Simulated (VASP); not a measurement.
Wanted: the native input for a VASP 6.6.1 run.

| Item | Value |
| --- | --- |
| Task | single point |
| Functional | PBE0 |
| Potentials or basis | VASP PAW PBE potentials, release 64 (Si) |
| Cutoff | 520 eV |
| k mesh | 8 × 8 × 8 |
| Occupations | fermi-dirac, width 0.05 eV |
| Spin | no spin polarisation |
| Dipole correction | no |
| Grid for exact exchange (PRECFOCK) | Normal |
| Further INCAR settings | ALGO = Normal; EDIFF = 1e-06; NBANDS = 11 |
| Share of exact exchange | 0.25 |

Si:

```
Si
1.0
    -2.32296    2.32296    1.30213
     2.32296   -2.32296    1.30213
     2.32296    2.32296   -1.30213
Si
2
Cartesian
  0.0000 0.0000 1.3021
  2.3230 0.0000 0.6511
```

These files were run (other wordings do the same):

POSCAR

```
Si
1.0
   -2.3229633681      2.3229633681      1.3021299107
    2.3229633681     -2.3229633681      1.3021299107
    2.3229633681      2.3229633681     -1.3021299107
Si
2
Direct
    0.5000000000      0.5000000000      0.0000000000
    0.2500000000      0.7500000000      0.5000000000
```

INCAR.step1

```
SYSTEM = Si
PREC     = Accurate       ! precision mode
ENCUT    = 520            ! plane-wave cutoff, eV
EDIFF    = 1E-5           ! SCF threshold, eV
ISMEAR   = -1             ! smearing method
SIGMA    = 0.05           ! smearing width, eV
LREAL    = .False.        ! projectors in reciprocal space
LASPH    = .True.         ! aspherical terms in the spheres
NELM     = 60             ! most SCF steps
ALGO     = Normal         ! electronic algorithm
ISIF     = 2              ! what is computed and relaxed
LWAVE    = .True.         ! write WAVECAR
GGA      = PE             ! functional
NBANDS   = 11             ! bands
```

INCAR.step2

```
SYSTEM = Si
PREC     = Accurate       ! precision mode
ENCUT    = 520            ! plane-wave cutoff, eV
EDIFF    = 1E-6           ! SCF threshold, eV
ISMEAR   = -1             ! smearing method
SIGMA    = 0.05           ! smearing width, eV
LREAL    = .False.        ! projectors in reciprocal space
LASPH    = .True.         ! aspherical terms in the spheres
NELM     = 60             ! most SCF steps
ALGO     = Normal         ! electronic algorithm
ISIF     = 2              ! what is computed and relaxed
LWAVE    = .False.        ! write WAVECAR
LCHARG   = .True.         ! write CHGCAR
GGA      = PE             ! functional
LHFCALC  = .True.         ! exact exchange
AEXX     = 0.25           ! exact-exchange fraction
PRECFOCK = Normal       
LELF     = .True.         ! ELF
LVHAR    = .True.       
ISTART   = 1            
NBANDS   = 11             ! bands
```

KPOINTS

```
regular mesh
0
Gamma
  8 8 8
  0 0 0
```

Potentials or basis: VASP PAW PBE potentials, release 64 (Si).

Launch:

```bash
$ cat potpaw_PBE.64/Si/POTCAR > POTCAR
$ cp INCAR.step1 INCAR
$ mpirun -np 1 vasp_std > vasp.out
$ cp INCAR.step2 INCAR
$ mpirun -np 1 vasp_std > vasp.out
```

It gave:

```
Pressure               : 9.7 GPa
Band gap on the k mesh : zero (bands 4 and 5 overlap by 7.08 eV)
```

Caveat: the cell stands under pressure; the PAW data sets were made with another functional, which shifts forces and pressure a little.

Run time: 100 min on 1 thread of Oxide Virtual Turin-like Processor, on a shared host, peak memory 0.15 GiB.
